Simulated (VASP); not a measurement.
# CdI4 (Pm-3m) in VASP: further runs

CdI4 is run at these levels: PBE; tasks: single point, relaxation of cell and atoms.

All numbers are computed with VASP 6.6.1; they aren't measurements. Logs are shortened: lines on timing, memory, paths and dates and some standing lists are left out, and cuts for length are marked.

## (1) The cell of the first run

It takes space group Pm-3m (No. 221, cubic). Conventional cell: a = 6.078 Å, b = 6.078 Å, c = 6.078 Å, α = 90.00°, β = 90.00°, γ = 90.00°. Cd (site symmetry m-3m) has 20 I at 4.30 to 5.26 Å within 5.6 Å. Within 4.0 Å of I (site symmetry 4/mmm) lie 2 I at 3.04 Å. I (site symmetry m-3m) has 6 I at 3.04 Å within 4.0 Å.

The cell was built from a structure type or drawn by symmetry, and may not be a known phase.

## (2) Single point, PBE

Contents of INCAR:

```
PREC     = Accurate       # precision mode
ENCUT    = 520            # plane-wave cutoff, eV
EDIFF    = 1E-7           # SCF threshold, eV
ISMEAR   = 0              # smearing method
SIGMA    = 0.1            # smearing width, eV
LREAL    = F              # projectors in reciprocal space
LASPH    = T              # aspherical terms in the spheres
NELM     = 80             # most SCF steps
ALGO     = Normal         # electronic algorithm
ISIF     = 2              # what is computed and relaxed
LWAVE    = F              # write WAVECAR
LCHARG   = T              # write CHGCAR
GGA      = PE             # functional
LELF     = T              # ELF
LVHAR    = T            
NBANDS   = 28             # bands
```

Contents of KPOINTS:

```
Automatic mesh
0
Gamma
  4 4 4
```

Contents of POSCAR:

```
CdI4
1.0
    6.0782996800      0.0000000000      0.0000000000
    0.0000000000      6.0782996800      0.0000000000
    0.0000000000      0.0000000000      6.0782996800
Cd I
1 4
Direct
    0.5000000000      0.5000000000      0.5000000000
    0.5000000000      0.0000000000      0.0000000000
    0.0000000000      0.5000000000      0.0000000000
    0.0000000000      0.0000000000      0.5000000000
    0.0000000000      0.0000000000      0.0000000000
```

Potentials or basis: VASP PAW PBE potentials, release 64 (Cd, I).

Started as:

```console
cat potpaw_PBE.64/Cd/POTCAR potpaw_PBE.64/I/POTCAR > POTCAR
mpirun -np 1 vasp_std > vasp.out
```

OUTCAR:

```text
PREC = Accurate
   ENCUT = 520
   EDIFF = 1E-7
   ISMEAR = 0
   LREAL = F
   LASPH = T
   NELM = 80
   ISIF = 2
   GGA = PE

 ion  position               nearest neighbor table
   1  0.500  0.500  0.500-
   2  0.500  0.000  0.000-   5 3.04   5 3.04
   3  0.000  0.500  0.000-   5 3.04   5 3.04
   4  0.000  0.000  0.500-   5 3.04   5 3.04
   5  0.000  0.000  0.000-   2 3.04   3 3.04   4 3.04   4 3.04   3 3.04   2 3.04

  LATTYP: Found a simple cubic cell.
 ALAT       =     6.0782996800

  Lattice vectors:

 A1 = (   6.0782996800,   0.0000000000,   0.0000000000)
 A2 = (   0.0000000000,   6.0782996800,   0.0000000000)
 A3 = (   0.0000000000,   0.0000000000,   6.0782996800)

Analysis of symmetry for initial positions (statically):
=====================================================================
 Subroutine PRICEL returns:
 Original cell was already a primitive cell.

 Routine SETGRP: Setting up the symmetry group for a
 simple cubic supercell.

 Subroutine GETGRP returns: Found 48 space group operations
 (whereof 48 operations were pure point group operations)
 out of a pool of 48 trial point group operations.

The static configuration has the point symmetry O_h .

Analysis of symmetry for dynamics (positions and initial velocities):
=====================================================================
 Subroutine PRICEL returns:
 Original cell was already a primitive cell.

 Routine SETGRP: Setting up the symmetry group for a
 simple cubic supercell.

 Subroutine GETGRP returns: Found 48 space group operations
 (whereof 48 operations were pure point group operations)
 out of a pool of 48 trial point group operations.

The dynamic configuration has the point symmetry O_h .

 Subroutine INISYM returns: Found 48 space group operations
 (whereof 48 operations are pure point group operations),
 and found     1 'primitive' translations

----------------------------------------------------------------------------------------

                                     Primitive cell

  volume of cell :     224.5672

  direct lattice vectors                    reciprocal lattice vectors
     6.078299680  0.000000000  0.000000000     0.164519693  0.000000000  0.000000000
     0.000000000  6.078299680  0.000000000     0.000000000  0.164519693  0.000000000
     0.000000000  0.000000000  6.078299680     0.000000000  0.000000000  0.164519693

  length of vectors
     6.078299680  6.078299680  6.078299680     0.164519693  0.164519693  0.164519693

  position of ions in fractional coordinates (direct lattice)
     0.500000000  0.500000000  0.500000000
     0.500000000  0.000000000  0.000000000
     0.000000000  0.500000000  0.000000000
     0.000000000  0.000000000  0.500000000
     0.000000000  0.000000000  0.000000000

  ion indices of the primitive-cell ions
   primitive index   ion index
                 1           1
                 2           2
                 3           3
                 4           4
                 5           5

----------------------------------------------------------------------------------------

 KPOINTS: Automatic mesh

Automatic generation of k-mesh.
 Grid dimensions read from file:
 generate k-points for:    4    4    4

 Generating k-lattice:

  Cartesian coordinates                     Fractional coordinates (reciprocal lattice)
     0.041129923  0.000000000  0.000000000     0.250000000  0.000000000  0.000000000
     0.000000000  0.041129923  0.000000000     0.000000000  0.250000000  0.000000000
     0.000000000  0.000000000  0.041129923     0.000000000  0.000000000  0.250000000

  Length of vectors
     0.041129923  0.041129923  0.041129923

  Shift w.r.t. Gamma in fractional coordinates (k-lattice)
     0.000000000  0.000000000  0.000000000

 Subroutine IBZKPT returns following result:
 ===========================================

 Found     10 irreducible k-points:

 Following reciprocal coordinates:
            Coordinates               Weight
  0.000000  0.000000  0.000000      1.000000
  0.250000  0.000000  0.000000      6.000000
  0.500000  0.000000  0.000000      3.000000
  0.250000  0.250000  0.000000     12.000000
  0.500000  0.250000  0.000000     12.000000
  0.500000  0.500000  0.000000      3.000000
  0.250000  0.250000  0.250000      8.000000
  0.500000  0.250000  0.250000     12.000000
  0.500000  0.500000  0.250000      6.000000
  0.500000  0.500000  0.500000      1.000000
   k-points           NKPTS =     10   k-points in BZ     NKDIM =     10   number of bands    NBANDS=     28
   number of dos      NEDOS =    301   number of ions     NIONS =      5
   total plane-waves  NPLWV = 110592
   dimension x,y,z NGX =    48 NGY =   48 NGZ =   48
   dimension x,y,z NGXF=    96 NGYF=   96 NGZF=   96
   ions per type =               1   4
   NGX,Y,Z   is equivalent  to a cutoff of  13.13, 13.13, 13.13 a.u.
   NGXF,Y,Z  is equivalent  to a cutoff of  26.26, 26.26, 26.26 a.u.
 SYSTEM =  unknown system
   PREC   = accura    normal or accurate (medium, high low for compatibility)
   ISTART =      0    job   : 0-new  1-cont  2-samecut
   ICHARG =      2    charge: 1-file 2-atom 10-const
   ISPIN  =      1    spin polarized calculation?
   LNONCOLLINEAR =      F non collinear calculations
   LSORBIT =      F    spin-orbit coupling
   LASPH  =      T    aspherical Exc in radial PAW
   ENCUT  =  520.0 eV  38.22 Ry    6.18 a.u.  11.30 11.30 11.30*2*pi/ulx,y,z
   NELM   =     80;   NELMIN=  2; NELMDL= -5     # of ELM steps
   EDIFF  = 0.1E-06   stopping-criterion for ELM
   LREAL  =      F    real-space projection
   EDIFFG = 0.1E-05   stopping-criterion for IOM
   NSW    =      0    number of steps for IOM
   IBRION =     -1    ionic relax: 0-MD 1-quasi-New 2-CG
   NFREE  =      0    steps in history (QN), initial steepest desc. (CG)
   ISIF   =      2    stress and relaxation
   ISYM   =      2    0-nonsym 1-usesym 2-fastsym
   POTIM  = 0.5000    time-step for ionic-motion
   TEBEG  =    0.0;   TEEND  =   0.0 temperature during run
   PSTRESS=    0.0 pullay stress
   NELECT =      40.0000    total number of electrons
   NUPDOWN=      -1.0000    fix difference up-down
   EMIN   =  10.00;   EMAX   =-10.00  energy-range for DOS
   EFERMI =   0.00;   METHOD = LEGACY
   ISMEAR =     0;   SIGMA  =   0.10  broadening in eV -4-tet -1-fermi 0-gaus
   EFERMI_NEDOS =   21; number of points for ismear=-14 and -15
   IALGO  =     38    algorithm
   IMIX   =      4    mixing-type and parameters
     AMIX     =   0.40;   BMIX     =  1.00
     AMIX_MAG =   1.60;   BMIX_MAG =  1.00
  volume/ion in A,a.u.               =      44.91       303.09
  Fermi-wavevector in a.u.,A,eV,Ry     =   0.921113  1.740650 11.543841  0.848448
  Thomas-Fermi vector in A             =   2.046493
   LORBIT       =      0    0 simple, 1 ext, 2 COOP (PROOUT), +10 PAW based schemes
   GGA     = PE    functional components
   LHFCALC =     F    Hartree Fock is set to
   AEXX    =    0.0000 exact exchange contribution
   IVDW    =     0    specifies the selected vdW correction
   LEPSILON=     F    determine dielectric tensor
   LRPA    =     F    only Hartree local field effects (RPA)
 non-spin polarized calculation
 Gauss-broadening in eV      SIGMA  =   0.10
  energy-cutoff  :      520.00
  volume of cell :      224.57
 maximum number of plane-waves:      6088
 NGX is ok and might be reduce to    48
   NGX = 23   NGY = 23   NGZ = 23

 number of electron      39.9999999 magnetization

 Free energy of the ion-electron system (eV)
  ---------------------------------------------------
  ext. energy  EPLUGINS =         0.00000000
  ---------------------------------------------------
  free energy    TOTEN  =        -5.25420683 eV

  energy without entropy =       -5.19455213  energy(sigma->0) =       -5.22437948

 E-fermi :   1.8582     XC(G=0):  -7.6643

 val. band max:        1.8510496018   @ k =   0.2500   0.2500   0.2500
 cond. band min:       1.8683611883   @ k =   0.2500   0.2500   0.0000
 fundamental gap:      0.0173115864
 Fermi energy:         1.8581906547

 k-point     1 :       0.0000    0.0000    0.0000
  band No.  band energies     occupation
      1     -13.1731      2.00000
      2     -10.2956      2.00000
      3     -10.2956      2.00000
      4      -9.4665      2.00000
      5      -5.0953      2.00000
      6      -5.0953      2.00000
[... 20 lines left out ...]
     27       7.0147      0.00000
     28       7.0147      0.00000

 k-point     2 :       0.2500    0.0000    0.0000
  band No.  band energies     occupation
      1     -13.0998      2.00000
      2     -10.4326      2.00000
      3     -10.2940      2.00000
      4      -9.6209      2.00000
      5      -5.0982      2.00000
      6      -5.0982      2.00000
[... 20 lines left out ...]
     27       7.1953      0.00000
     28       7.1953      0.00000

 k-point     3 :       0.5000    0.0000    0.0000
  band No.  band energies     occupation
      1     -13.0174      2.00000
      2     -10.6082      2.00000
      3     -10.2924      2.00000
      4      -9.7151      2.00000
      5      -5.1009      2.00000
      6      -5.1009      2.00000
[... 20 lines left out ...]
     27       8.4427      0.00000
     28       8.4427      0.00000

 k-point     4 :       0.2500    0.2500    0.0000
  band No.  band energies     occupation
      1     -13.0223      2.00000
      2     -10.4573      2.00000
      3     -10.3875      2.00000
      4      -9.7940      2.00000
      5      -5.0981      2.00000
      6      -5.0980      2.00000
[... 20 lines left out ...]
     27       7.0915      0.00000
     28       7.2732      0.00000

 k-point     5 :       0.5000    0.2500    0.0000
  band No.  band energies     occupation
      1     -12.9345      2.00000
      2     -10.6051      2.00000
      3     -10.4127      2.00000
      4      -9.8930      2.00000
      5      -5.0997      2.00000
      6      -5.0968      2.00000
[... 20 lines left out ...]
     27       8.2184      0.00000
     28       8.3401      0.00000

 k-point     6 :       0.5000    0.5000    0.0000
  band No.  band energies     occupation
      1     -12.8392      2.00000
      2     -10.6020      2.00000
      3     -10.6020      2.00000
      4      -9.9850      2.00000
      5      -5.0985      2.00000
      6      -5.0985      2.00000
[... 20 lines left out ...]
     27       8.1766      0.00000
     28       9.0194      0.00000

 k-point     7 :       0.2500    0.2500    0.2500
  band No.  band energies     occupation
      1     -12.9399      2.00000
      2     -10.4552      2.00000
      3     -10.4552      2.00000
      4     -10.0223      2.00000
      5      -5.0975      2.00000
      6      -5.0972      2.00000
[... 20 lines left out ...]
     27       7.3234      0.00000
     28       7.7236      0.00000

 k-point     8 :       0.5000    0.2500    0.2500
  band No.  band energies     occupation
      1     -12.8454      2.00000
      2     -10.6023      2.00000
      3     -10.4530      2.00000
      4     -10.1542      2.00000
      5      -5.0968      2.00000
      6      -5.0967      2.00000
[... 20 lines left out ...]
     27       8.2939      0.00000
     28       8.3964      0.00000

 k-point     9 :       0.5000    0.5000    0.2500
  band No.  band energies     occupation
      1     -12.7416      2.00000
      2     -10.5995      2.00000
      3     -10.5995      2.00000
      4     -10.2956      2.00000
      5      -5.0960      2.00000
      6      -5.0960      2.00000
[... 20 lines left out ...]
     27       8.4926      0.00000
     28       8.4926      0.00000

 k-point    10 :       0.5000    0.5000    0.5000
  band No.  band energies     occupation
      1     -12.6253      2.00000
      2     -10.5970      2.00000
      3     -10.5970      2.00000
      4     -10.5970      2.00000
      5      -5.0935      2.00000
      6      -5.0935      2.00000
[... 20 lines left out ...]
     27       8.0458      0.00000
     28       8.0458      0.00000

------------------------ aborting loop because EDIFF is reached ----------------------------------------

  FORCE on cell =-STRESS in cart. coord.  units (eV):
  Direction    XX          YY          ZZ          XY          YZ          ZX
  --------------------------------------------------------------------------------------
  -------------------------------------------------------------------------------------
  Total        1.9108508      1.9108508      1.9108508      0.0000000      0.0000000      0.0000000
  in kB       13.6329874     13.6329874     13.6329874      0.0000000      0.0000000      0.0000000
  external PRESSURE =      13.6329874 kB  Pullay stress =       0.0000000 kB

 VOLUME and BASIS-vectors are now :
 -----------------------------------------------------------------------------
  energy-cutoff  :      520.00
  volume of cell :      224.57
      direct lattice vectors                 reciprocal lattice vectors
     6.078299680  0.000000000  0.000000000     0.164519693  0.000000000  0.000000000
     0.000000000  6.078299680  0.000000000     0.000000000  0.164519693  0.000000000
     0.000000000  0.000000000  6.078299680     0.000000000  0.000000000  0.164519693

 POSITION                                       TOTAL-FORCE (eV/Angst)
 -----------------------------------------------------------------------------------
      3.03915      3.03915      3.03915         0.000000      0.000000      0.000000
      3.03915      0.00000      0.00000         0.000000      0.000000      0.000000
      0.00000      3.03915      0.00000         0.000000      0.000000      0.000000
      0.00000      0.00000      3.03915         0.000000      0.000000      0.000000
      0.00000      0.00000      0.00000         0.000000      0.000000      0.000000
 -----------------------------------------------------------------------------------
    total drift:                                0.000000     -0.000000      0.000000

  FREE ENERGIE OF THE ION-ELECTRON SYSTEM (eV)
  ---------------------------------------------------
  free  energy   TOTEN  =        -5.2542068318 eV

  energy  without entropy=       -5.1945521332  energy(sigma->0) =       -5.22437948
```

It took 1.7 min on 1 thread of Intel Xeon 8259CL, shared host; peak memory 0.34 GiB.

What came out:

* Free energy: -5.2542 eV
* Pressure: 1.4 GPa
* Band gap on the k mesh: zero (bands 20 and 21 overlap by 2.70 eV)

Caveat: spin-orbit coupling is left out, which moves the levels of the heavy elements.

## (3) Single point, PBE

This run uses another cell than the first one, of 48.44 Å³/atom.

Contents of INCAR:

```
SYSTEM = CdI4
ALGO     = Normal         ! electronic algorithm
EDIFF    = 1E-6           ! SCF threshold, eV
ENCUT    = 520            ! plane-wave cutoff, eV
GGA      = PE             ! functional
ISIF     = 2              ! what is computed and relaxed
ISMEAR   = 0              ! smearing method
LASPH    = .True.         ! aspherical terms in the spheres
LCHARG   = .False.        ! write CHGCAR
LREAL    = .False.        ! projectors in reciprocal space
LWAVE    = .False.        ! write WAVECAR
NBANDS   = 28             ! bands
NELM     = 100            ! most SCF steps
PREC     = Accurate       ! precision mode
SIGMA    = 0.1            ! smearing width, eV
```

Contents of KPOINTS:

```
k-points
0
Gamma
  4 4 4
  0 0 0
```

POSCAR: that of step 2 with these lines changed.

```diff
@@ -2,5 +2,5 @@
 1.0
-    6.0782996800      0.0000000000      0.0000000000
-    0.0000000000      6.0782996800      0.0000000000
-    0.0000000000      0.0000000000      6.0782996800
+    6.2333745479      0.0000000000      0.0000000000
+    0.0000000000      6.2333745479      0.0000000000
+    0.0000000000      0.0000000000      6.2333745479
 Cd I
```

Potentials or basis: VASP PAW PBE potentials, release 64 (Cd, I).

Started as:

```console
cat potpaw_PBE.64/Cd/POTCAR potpaw_PBE.64/I/POTCAR > POTCAR
mpirun -np 1 vasp_std > vasp.out
```

Wall time 1.9 min (1 thread of Intel Xeon 8259CL, shared host); peak memory 0.34 GiB.

It converged, with:

```yaml
Free_energy: -5.3276 eV
Pressure: 0.1 GPa
Band_gap_on_the_k_mesh: zero (bands 20 and 21 overlap by 2.35 eV)
```

Levels at points of the mesh, in eV from the Fermi level:
```csv
k point,band 16,band 17,band 18,band 19,band 20,band 21,band 22,band 23
"(0.00, 0.00, 0.00)",-1.39,-1.39,-1.39,-0.74,1.51,1.51,1.51,4.62
"(0.50, 0.00, 0.00)",-1.70,-1.48,-1.40,-1.40,0.16,1.51,1.51,3.42
"(0.50, 0.50, 0.00)",-1.66,-1.66,-1.42,-1.42,-0.84,-0.10,1.49,4.00
"(0.50, 0.50, 0.50)",-2.16,-2.16,-1.75,-0.84,-0.84,-0.84,-0.64,4.96
```

Caveat: spin-orbit coupling is left out, which moves the levels of the heavy elements.

## (4) Relaxation of cell and atoms, PBE

Contents of INCAR:

```
  ALGO = Normal
  EDIFF = 1E-6
  EDIFFG = -0.04
  ENCUT = 600
  GGA = PE
  IBRION = 2
  ISIF = 3
  ISMEAR = 0
  LASPH = True
  LCHARG = False
  LREAL = False
  LWAVE = False
  NELM = 100
  NSW = 90
  PREC = Accurate
  SIGMA = 0.1
```

Contents of KPOINTS:

```
k-points
0
Gamma
  4 4 4
```

POSCAR: that of step 3 with these lines changed.

```diff
@@ -2,5 +2,5 @@
 1.0
-    6.2333745479      0.0000000000      0.0000000000
-    0.0000000000      6.2333745479      0.0000000000
-    0.0000000000      0.0000000000      6.2333745479
+    6.0782996800      0.0000000000      0.0000000000
+    0.0000000000      6.0782996800      0.0000000000
+    0.0000000000      0.0000000000      6.0782996800
 Cd I
```

Started as:

```console
cat potpaw_PBE.64/Cd/POTCAR potpaw_PBE.64/I/POTCAR > POTCAR
mpirun -np 1 vasp_std > vasp.out
```

Run time: 5.7 min. Hardware: 1 thread of Intel Xeon 8259CL, shared host; peak memory 0.4 GiB.

Results (log left out):

| Item | Value |
| --- | --- |
| Free energy | -5.3258 eV |
| Relaxed volume | 48.77 Å³/atom |
| Relaxed cell | a = 6.248 Å, b = 6.248 Å, c = 6.248 Å, α = 90.00°, β = 90.00°, γ = 90.00° |
| Space group after relaxing (to 0.1 Å) | Pm-3m (No. 221) |
| Energy gained by relaxing | 14.4 meV/atom |
| Ionic steps | 3 |
| Pressure after relaxing | 0.0 GPa |
| Band gap on the k mesh | zero (bands 20 and 21 overlap by 2.32 eV) |

Step by step:
```tsv
step	energy change (eV)	largest force (eV/Å)	pressure (GPa)	volume (Å³)
1	0.0000	0.0000	1.35	224.57
2	-0.0652	0.0000	0.37	237.10
3	-0.0720	0.0000	-0.04	243.86
```

Final structure:
```
Cd I
1.0
     6.24762    0.00000    0.00000
     0.00000    6.24762    0.00000
     0.00000    0.00000    6.24762
Cd I
1 4
Cartesian
  3.1238 3.1238 3.1238
  3.1238 0.0000 0.0000
  0.0000 3.1238 0.0000
  0.0000 0.0000 3.1238
  0.0000 0.0000 0.0000
```

Levels at points of the mesh, in eV from the Fermi level:
```tsv
k point	band 16	band 17	band 18	band 19	band 20	band 21	band 22	band 23
(0.00, 0.00, 0.00)	-1.37	-1.37	-1.37	-0.73	1.50	1.50	1.50	4.65
(0.50, 0.00, 0.00)	-1.68	-1.46	-1.38	-1.38	0.16	1.49	1.49	3.44
(0.50, 0.50, 0.00)	-1.64	-1.64	-1.39	-1.39	-0.83	-0.10	1.47	4.01
(0.50, 0.50, 0.50)	-2.13	-2.13	-1.74	-0.83	-0.83	-0.83	-0.63	4.95
```

Caveat: spin-orbit coupling is left out, which moves the levels of the heavy elements.

## (5) Overview

```tsv
task	cell	cutoff (eV)	gap on the mesh (eV)	pressure (GPa)
single point	a = 6.078 Å, 5 atoms	520	none	1.4
single point	a = 6.233 Å, 5 atoms	520	none	0.1
relaxation of cell and atoms	relaxed from a = 6.078 Å, 5 atoms	600	none	0.0
```

Alike in all rows: level PBE; potentials or basis VASP PAW PBE potentials, release 64 (Cd, I); no spin polarisation; k mesh 4 × 4 × 4; smearing gaussian 0.1 eV.

Caveats: spin-orbit coupling is left out, which moves the levels of the heavy elements.

Total energies depend on the potentials used, so only differences within one code and one set of settings carry meaning.
